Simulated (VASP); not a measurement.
TaTl:

```
Ta Tl
1.0
     3.62212    0.00000    0.00000
     0.00000    3.62212    0.00000
     0.00000    0.00000    3.62212
Ta Tl
1 1
Direct
  0.00000 0.00000 0.00000
  0.50000 0.50000 0.50000
```

Base run:

- Program: VASP 6.6.1
- Functional: RPBE
- Potentials or basis: VASP PAW PBE potentials, release 64 (Ta_pv, Tl_d)
- Cutoff: 520 eV
- k mesh: 7 × 7 × 7
- Occupations: fermi-dirac, width 0.05 eV
- Spin: no spin polarisation

Its results: band gap on the k mesh zero (bands 12 and 13 overlap by 2.05 eV); pressure -11.3 GPa.

Problem. The run is repeated on the same cell with these changes: functional from RPBE to r2SCAN. What comes out?

Solution. Band gap on the k mesh zero (bands 12 and 13 overlap by 2.18 eV); pressure -16.2 GPa.

Caveats: the cell stands under tension; the PAW data sets were made with another functional, which shifts forces and pressure a little; spin-orbit coupling is left out, which moves the levels of the heavy elements.
